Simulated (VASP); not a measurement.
# Au (I4/mmm) in VASP: further runs

Au is run at these levels: PBEsol; tasks: single point.

All numbers are computed with VASP 6.6.1; they aren't measurements. Logs are shortened: lines on timing, memory, paths and dates and some standing lists are left out, and cuts for length are marked.

## Step 1: The cell of the first run

Symmetry: I4/mmm, No. 139, tetragonal system. The conventional cell has a = 2.651 Å, b = 2.651 Å, c = 4.873 Å, α = 90.00°, β = 90.00°, γ = 90.00°. Au (site symmetry 4/mmm) has 12 Au at 2.65 to 3.07 Å within 3.5 Å.

## Step 2: Single point, PBEsol

The input, INCAR:

```
SYSTEM = Au
PREC = Accurate
ENCUT = 520
EDIFF = 1E-6
ISMEAR = 0
SIGMA = 0.15
LREAL = .FALSE.
LASPH = .TRUE.
NELM = 100
ALGO = Fast
ISIF = 2
LWAVE = .FALSE.
LCHARG = .FALSE.
GGA = PS
NBANDS = 12
```

The input, KPOINTS:

```
Automatic mesh
0
G
  22 22 22
  0 0 0
```

The input, POSCAR:

```
Au
1.0
    0.0000000000      1.8742104990      2.4364736487
    1.8742104990      0.0000000000      2.4364736487
    1.8742104990      1.8742104990      0.0000000000
Au
1
Direct
    0.0000000000      0.0000000000      0.0000000000
```

Potentials or basis: VASP PAW PBE potentials, release 64 (Au).

Run with:

```sh
$ cat potpaw_PBE.64/Au/POTCAR > POTCAR
$ mpirun -np 1 vasp_std > vasp.out
```

OUTCAR:

```text
SYSTEM = Au
   PREC = Accurate
   ENCUT = 520
   EDIFF = 1E-6
   ISMEAR = 0
   LREAL = .FALSE.
   LASPH = .TRUE.
   NELM = 100
   ISIF = 2
   GGA = PS

 ion  position               nearest neighbor table
   1  0.000  0.000  0.000-

  LATTYP: Found a body centered tetragonal cell.
 ALAT       =     2.6505339064
 C/A-ratio  =     1.8384776311

  Lattice vectors:

 A1 = (  -1.8742104990,   0.0000000000,   2.4364736487)
 A2 = (   1.8742104990,   0.0000000000,   2.4364736487)
 A3 = (   0.0000000000,   1.8742104990,  -2.4364736487)

Analysis of symmetry for initial positions (statically):
=====================================================================
 Subroutine PRICEL returns:
 Original cell was already a primitive cell.

 Routine SETGRP: Setting up the symmetry group for a
 body centered tetragonal supercell.

 Subroutine GETGRP returns: Found 16 space group operations
 (whereof 16 operations were pure point group operations)
 out of a pool of 16 trial point group operations.

The static configuration has the point symmetry D_4h.

Analysis of symmetry for dynamics (positions and initial velocities):
=====================================================================
 Subroutine PRICEL returns:
 Original cell was already a primitive cell.

 Routine SETGRP: Setting up the symmetry group for a
 body centered tetragonal supercell.

 Subroutine GETGRP returns: Found 16 space group operations
 (whereof 16 operations were pure point group operations)
 out of a pool of 16 trial point group operations.

The dynamic configuration has the point symmetry D_4h.

 Subroutine INISYM returns: Found 16 space group operations
 (whereof 16 operations are pure point group operations),
 and found     1 'primitive' translations

----------------------------------------------------------------------------------------

                                     Primitive cell

  volume of cell :      17.1170

  direct lattice vectors                    reciprocal lattice vectors
     0.000000000  1.874210499  2.436473649    -0.266778999  0.266778999  0.205214614
     1.874210499  0.000000000  2.436473649     0.266778999 -0.266778999  0.205214614
     1.874210499  1.874210499  0.000000000     0.266778999  0.266778999 -0.205214614

  length of vectors
     3.073933772  3.073933772  2.650533906     0.429482370  0.429482370  0.429482370

  position of ions in fractional coordinates (direct lattice)
     0.000000000  0.000000000  0.000000000

  ion indices of the primitive-cell ions
   primitive index   ion index
                 1           1

----------------------------------------------------------------------------------------

 KPOINTS: Automatic mesh

Automatic generation of k-mesh.
 Grid dimensions read from file:
 generate k-points for:   22   22   22

 Generating k-lattice:

  Cartesian coordinates                     Fractional coordinates (reciprocal lattice)
    -0.012126318  0.012126318  0.009327937     0.045454545  0.000000000  0.000000000
     0.012126318 -0.012126318  0.009327937     0.000000000  0.045454545  0.000000000
     0.012126318  0.012126318 -0.009327937    -0.000000000 -0.000000000  0.045454545

  Length of vectors
     0.019521926  0.019521926  0.019521926

  Shift w.r.t. Gamma in fractional coordinates (k-lattice)
     0.000000000  0.000000000  0.000000000

 Subroutine IBZKPT returns following result:
 ===========================================

 Found    834 irreducible k-points:

 Following reciprocal coordinates:
            Coordinates               Weight
  0.000000  0.000000  0.000000      1.000000
  0.045455  0.000000  0.000000      8.000000
  0.090909  0.000000  0.000000      8.000000
  0.136364  0.000000  0.000000      8.000000
  0.181818  0.000000  0.000000      8.000000
  0.227273  0.000000  0.000000      8.000000
[... 16 lines left out ...]
  0.500000  0.045455  0.000000      8.000000
 -0.454545  0.045455  0.000000      8.000000
 [... further k-points ...]
   k-points           NKPTS =    834   k-points in BZ     NKDIM =    834   number of bands    NBANDS=     12
   number of dos      NEDOS =    301   number of ions     NIONS =      1
   total plane-waves  NPLWV =  11520
   dimension x,y,z NGX =    24 NGY =   24 NGZ =   20
   dimension x,y,z NGXF=    48 NGYF=   48 NGZF=   40
   ions per type =               1
   NGX,Y,Z   is equivalent  to a cutoff of  12.98, 12.98, 12.54 a.u.
   NGXF,Y,Z  is equivalent  to a cutoff of  25.96, 25.96, 25.09 a.u.
 SYSTEM =  Au
   PREC   = accura    normal or accurate (medium, high low for compatibility)
   ISTART =      0    job   : 0-new  1-cont  2-samecut
   ICHARG =      2    charge: 1-file 2-atom 10-const
   ISPIN  =      1    spin polarized calculation?
   LNONCOLLINEAR =      F non collinear calculations
   LSORBIT =      F    spin-orbit coupling
   LASPH  =      T    aspherical Exc in radial PAW
   ENCUT  =  520.0 eV  38.22 Ry    6.18 a.u.   5.72  5.72  4.93*2*pi/ulx,y,z
   NELM   =    100;   NELMIN=  2; NELMDL= -5     # of ELM steps
   EDIFF  = 0.1E-05   stopping-criterion for ELM
   LREAL  =      F    real-space projection
   EDIFFG = 0.1E-04   stopping-criterion for IOM
   NSW    =      0    number of steps for IOM
   IBRION =     -1    ionic relax: 0-MD 1-quasi-New 2-CG
   NFREE  =      0    steps in history (QN), initial steepest desc. (CG)
   ISIF   =      2    stress and relaxation
   ISYM   =      2    0-nonsym 1-usesym 2-fastsym
   POTIM  = 0.5000    time-step for ionic-motion
   TEBEG  =    0.0;   TEEND  =   0.0 temperature during run
   PSTRESS=    0.0 pullay stress
   NELECT =      11.0000    total number of electrons
   NUPDOWN=      -1.0000    fix difference up-down
   EMIN   =  10.00;   EMAX   =-10.00  energy-range for DOS
   EFERMI =   0.00;   METHOD = LEGACY
   ISMEAR =     0;   SIGMA  =   0.15  broadening in eV -4-tet -1-fermi 0-gaus
   EFERMI_NEDOS =   21; number of points for ismear=-14 and -15
   IALGO  =     68    algorithm
   IMIX   =      4    mixing-type and parameters
     AMIX     =   0.40;   BMIX     =  1.00
     AMIX_MAG =   1.60;   BMIX_MAG =  1.00
  volume/ion in A,a.u.               =      17.12       115.51
  Fermi-wavevector in a.u.,A,eV,Ry     =   1.412742  2.669696 27.155058  1.995840
  Thomas-Fermi vector in A             =   2.534459
   LORBIT       =      0    0 simple, 1 ext, 2 COOP (PROOUT), +10 PAW based schemes
   GGA     = PS    functional components
   LHFCALC =     F    Hartree Fock is set to
   AEXX    =    0.0000 exact exchange contribution
   IVDW    =     0    specifies the selected vdW correction
   LEPSILON=     F    determine dielectric tensor
   LRPA    =     F    only Hartree local field effects (RPA)
 non-spin polarized calculation
 RMM-DIIS sequential band-by-band and
 Gauss-broadening in eV      SIGMA  =   0.15
  energy-cutoff  :      520.00
  volume of cell :       17.12
 maximum number of plane-waves:       471
   NGX = 11   NGY = 11   NGZ =  9

 number of electron      10.9999998 magnetization

 Free energy of the ion-electron system (eV)
  ---------------------------------------------------
  ext. energy  EPLUGINS =         0.00000000
  ---------------------------------------------------
  free energy    TOTEN  =        -3.77008936 eV

  energy without entropy =       -3.76653116  energy(sigma->0) =       -3.76831026

 E-fermi :   9.1183     XC(G=0): -12.8355

 val. band max:        9.1182640472   @ k =  -0.4545   0.1364   0.0909
 cond. band min:       9.1213488328   @ k =   0.5000   0.1364   0.3636
 fundamental gap:      0.0030847856
 Fermi energy:         9.1183065870

 k-point     1 :       0.0000    0.0000    0.0000
  band No.  band energies     occupation
      1      -0.6672      2.00000
      2       2.9179      2.00000
      3       4.4504      2.00000
      4       5.6053      2.00000
      5       5.6053      2.00000
      6       7.2391      2.00000
      7      24.4237      0.00000
      8      24.6889      0.00000
      9      29.0850      0.00000
     10      29.0850      0.00000
     11      32.1513      0.00000
     12      32.9424      0.00000

 k-point     2 :       0.0455    0.0000    0.0000
  band No.  band energies     occupation
      1      -0.5922      2.00000
      2       2.9504      2.00000
      3       4.4655      2.00000
      4       5.5638      2.00000
      5       5.6253      2.00000
      6       7.2035      2.00000
      7      24.4754      0.00000
      8      24.7597      0.00000
      9      28.5519      0.00000
     10      29.1841      0.00000
     11      31.4838      0.00000
     12      33.4499      0.00000

 k-point     3 :       0.0909    0.0000    0.0000
  band No.  band energies     occupation
      1      -0.3720      2.00000
      2       3.0447      2.00000
      3       4.5059      2.00000
      4       5.4580      2.00000
      5       5.6829      2.00000
      6       7.1021      2.00000
      7      24.5657      0.00000
      8      24.9293      0.00000
      9      27.4337      0.00000
     10      29.4660      0.00000
     11      30.2601      0.00000
     12      34.4211      0.00000
[... 286 lines left out ...]
 k-point    23 :       0.5000    0.0455    0.0000
  band No.  band energies     occupation
      1       2.0082      2.00000
      2       3.4258      2.00000
      3       5.4952      2.00000
      4       6.9833      2.00000
      5       7.0914      2.00000
      6       8.4871      2.00000
      7      12.9456      0.00000
      8      20.3283      0.00000
      9      26.9061      0.00000
     10      29.5473      0.00000
     11      29.9836      0.00000
     12      36.7599      0.00000

 k-point    24 :      -0.4545    0.0455    0.0000
  band No.  band energies     occupation
      1       2.0186      2.00000
      2       3.4344      2.00000
      3       5.4755      2.00000
      4       6.9366      2.00000
      5       6.9557      2.00000
      6       8.7726      1.99888
      7      12.8667      0.00000
      8      20.3487      0.00000
      9      26.8594      0.00000
     10      29.7706      0.00000
     11      29.8925      0.00000
     12      35.4923      0.00000

 [... further k-points ...]

------------------------ aborting loop because EDIFF is reached ----------------------------------------

  FORCE on cell =-STRESS in cart. coord.  units (eV):
  Direction    XX          YY          ZZ          XY          YZ          ZX
  --------------------------------------------------------------------------------------
  -------------------------------------------------------------------------------------
  Total        1.3943115      1.3943115     -0.9755442      0.0000000     -0.0000000      0.0000000
  in kB      130.5094500    130.5094500    -91.3122618      0.0000000     -0.0000000      0.0000000
  external PRESSURE =      56.5688794 kB  Pullay stress =       0.0000000 kB

 VOLUME and BASIS-vectors are now :
 -----------------------------------------------------------------------------
  energy-cutoff  :      520.00
  volume of cell :       17.12
      direct lattice vectors                 reciprocal lattice vectors
     0.000000000  1.874210499  2.436473649    -0.266778999  0.266778999  0.205214614
     1.874210499  0.000000000  2.436473649     0.266778999 -0.266778999  0.205214614
     1.874210499  1.874210499  0.000000000     0.266778999  0.266778999 -0.205214614

 POSITION                                       TOTAL-FORCE (eV/Angst)
 -----------------------------------------------------------------------------------
      0.00000      0.00000      0.00000         0.000000      0.000000      0.000000
 -----------------------------------------------------------------------------------
    total drift:                               -0.000000     -0.000000     -0.000000

  FREE ENERGIE OF THE ION-ELECTRON SYSTEM (eV)
  ---------------------------------------------------
  free  energy   TOTEN  =        -3.7700893578 eV

  energy  without entropy=       -3.7665311558  energy(sigma->0) =       -3.76831026
```

Run time: 76 s. Hardware: 1 thread of AMD EPYC 9R45 (Zen 5), shared host; peak memory 0.24 GiB.

Results:

```
Free energy            : -3.7701 eV
Pressure               : 5.7 GPa
Band gap on the k mesh : zero (an odd number of electrons rules out a gap without spin polarisation)
```

Stress tensor (GPa, compression positive):
```
13.05  0.00  0.00
 0.00 13.05  0.00
 0.00  0.00 -9.13
```

Caveat: the stress differs along the axes, from -9 to 13 GPa; the PAW data sets were made with another functional, which shifts forces and pressure a little; spin-orbit coupling is left out, which moves the levels of the heavy elements.

## Step 3: Single point, PBEsol

This run uses another cell than the first one, of the same volume but with other edges.

The input, INCAR:

```
SYSTEM = Au
PREC = Accurate
ENCUT = 520
EDIFF = 1E-7
ISMEAR = 0
SIGMA = 0.15
LREAL = .False.
LASPH = .True.
NELM = 100
ALGO = Fast
ISIF = 2
LWAVE = .False.
LCHARG = .True.
GGA = PS
LELF = .True.
LVHAR = .True.
NBANDS = 12
```

The input, KPOINTS:

```
Automatic mesh
0
Gamma
  22 22 22
  0 0 0
```

The input, POSCAR:

```
Au
1.0
    0.0000000000      2.1031498048      1.9348978204
    2.1031498048      0.0000000000      1.9348978204
    2.1031498048      2.1031498048      0.0000000000
Au
1
Direct
    0.0000000000      0.0000000000      0.0000000000
```

Potentials or basis: VASP PAW PBE potentials, release 64 (Au).

Run with:

```sh
$ cat potpaw_PBE.64/Au/POTCAR > POTCAR
$ mpirun -np 1 vasp_std > vasp.out
```

OUTCAR:

```text
SYSTEM = Au
   PREC = Accurate
   ENCUT = 520
   EDIFF = 1E-7
   ISMEAR = 0
   LREAL = .False.
   LASPH = .True.
   NELM = 100
   ISIF = 2
   GGA = PS

 ion  position               nearest neighbor table
   1  0.000  0.000  0.000-

  LATTYP: Found a body centered tetragonal cell.
 ALAT       =     2.9743029777
 C/A-ratio  =     1.3010764774

  Lattice vectors:

 A1 = (   0.0000000000,  -2.1031498048,  -1.9348978204)
 A2 = (   0.0000000000,   2.1031498048,  -1.9348978204)
 A3 = (   2.1031498048,   0.0000000000,   1.9348978204)

Analysis of symmetry for initial positions (statically):
=====================================================================
 Subroutine PRICEL returns:
 Original cell was already a primitive cell.

 Routine SETGRP: Setting up the symmetry group for a
 body centered tetragonal supercell.

 Subroutine GETGRP returns: Found 16 space group operations
 (whereof 16 operations were pure point group operations)
 out of a pool of 16 trial point group operations.

The static configuration has the point symmetry D_4h.

Analysis of symmetry for dynamics (positions and initial velocities):
=====================================================================
 Subroutine PRICEL returns:
 Original cell was already a primitive cell.

 Routine SETGRP: Setting up the symmetry group for a
 body centered tetragonal supercell.

 Subroutine GETGRP returns: Found 16 space group operations
 (whereof 16 operations were pure point group operations)
 out of a pool of 16 trial point group operations.

The dynamic configuration has the point symmetry D_4h.

 Subroutine INISYM returns: Found 16 space group operations
 (whereof 16 operations are pure point group operations),
 and found     1 'primitive' translations

----------------------------------------------------------------------------------------

                                     Primitive cell

[... 115 lines left out ...]
   AEXX    =    0.0000 exact exchange contribution
   IVDW    =     0    specifies the selected vdW correction
   LEPSILON=     F    determine dielectric tensor
   LRPA    =     F    only Hartree local field effects (RPA)
 non-spin polarized calculation
 RMM-DIIS sequential band-by-band and
 Gauss-broadening in eV      SIGMA  =   0.15
  energy-cutoff  :      520.00
  volume of cell :       17.12
 maximum number of plane-waves:       483
 NGX is ok and might be reduce to    24

 number of electron      10.9999999 magnetization

 Free energy of the ion-electron system (eV)
  ---------------------------------------------------
  ext. energy  EPLUGINS =         0.00000000
  ---------------------------------------------------
  free energy    TOTEN  =        -3.91978200 eV

  energy without entropy =       -3.91586140  energy(sigma->0) =       -3.91782170

 E-fermi :   9.2101     XC(G=0): -12.8588

 val. band max:        9.2049162599   @ k =  -0.3636   0.1818   0.0000
 cond. band min:       9.2115902246   @ k =   0.5000   0.2727   0.1818
 fundamental gap:      0.0066739647
 Fermi energy:         9.2100995859

 k-point     1 :       0.0000    0.0000    0.0000
  band No.  band energies     occupation
      1      -0.6678      2.00000
      2       4.3433      2.00000
      3       4.3433      2.00000
      4       5.0291      2.00000
      5       5.6523      2.00000
      6       6.4015      2.00000
      7      23.8200      0.00000
      8      27.2043      0.00000
      9      27.2043      0.00000
     10      28.6989      0.00000
     11      32.6651      0.00000
     12      36.1001      0.00000
[... 331 lines left out ...]
 k-point    24 :      -0.4545    0.0455    0.0000
  band No.  band energies     occupation
      1       1.9730      2.00000
      2       4.2149      2.00000
      3       4.8337      2.00000
      4       6.7365      2.00000
      5       7.3586      2.00000
      6       8.3279      2.00000
      7      12.6338      0.00000
      8      23.0624      0.00000
      9      25.4618      0.00000
     10      27.0458      0.00000
     11      33.2822      0.00000
     12      33.7206      0.00000

 [... further k-points ...]

------------------------ aborting loop because EDIFF is reached ----------------------------------------

  FORCE on cell =-STRESS in cart. coord.  units (eV):
  Direction    XX          YY          ZZ          XY          YZ          ZX
  --------------------------------------------------------------------------------------
  -------------------------------------------------------------------------------------
  Total       -0.1691947     -0.1691947     -0.0192705      0.0000000     -0.0000000     -0.0000000
  in kB      -15.8368491    -15.8368491     -1.8037477      0.0000000     -0.0000000     -0.0000000
  external PRESSURE =     -11.1591486 kB  Pullay stress =       0.0000000 kB

 VOLUME and BASIS-vectors are now :
 -----------------------------------------------------------------------------
  energy-cutoff  :      520.00
  volume of cell :       17.12
      direct lattice vectors                 reciprocal lattice vectors
     0.000000000  2.103149805  1.934897820    -0.237738652  0.237738652  0.258411578
     2.103149805  0.000000000  1.934897820     0.237738652 -0.237738652  0.258411578
     2.103149805  2.103149805  0.000000000     0.237738652  0.237738652 -0.258411578

 POSITION                                       TOTAL-FORCE (eV/Angst)
 -----------------------------------------------------------------------------------
      0.00000      0.00000      0.00000        -0.000000      0.000000      0.000000
 -----------------------------------------------------------------------------------
    total drift:                               -0.000000     -0.000000     -0.000000

  FREE ENERGIE OF THE ION-ELECTRON SYSTEM (eV)
  ---------------------------------------------------
  free  energy   TOTEN  =        -3.9197820009 eV

  energy  without entropy=       -3.9158613988  energy(sigma->0) =       -3.91782170
```

It took 98 s on 1 thread of AMD EPYC 9R45 (Zen 5), shared host; peak memory 0.25 GiB.

What came out:

| Property | Result |
| --- | --- |
| Free energy | -3.9198 eV |
| Pressure | -1.1 GPa |
| Band gap on the k mesh | zero (an odd number of electrons rules out a gap without spin polarisation) |

Caveat: the PAW data sets were made with another functional, which shifts forces and pressure a little; spin-orbit coupling is left out, which moves the levels of the heavy elements.

(Part 1 of 2 ends here.)

The gap in the log of VASP goes by the Fermi energy; the results here count the filled bands.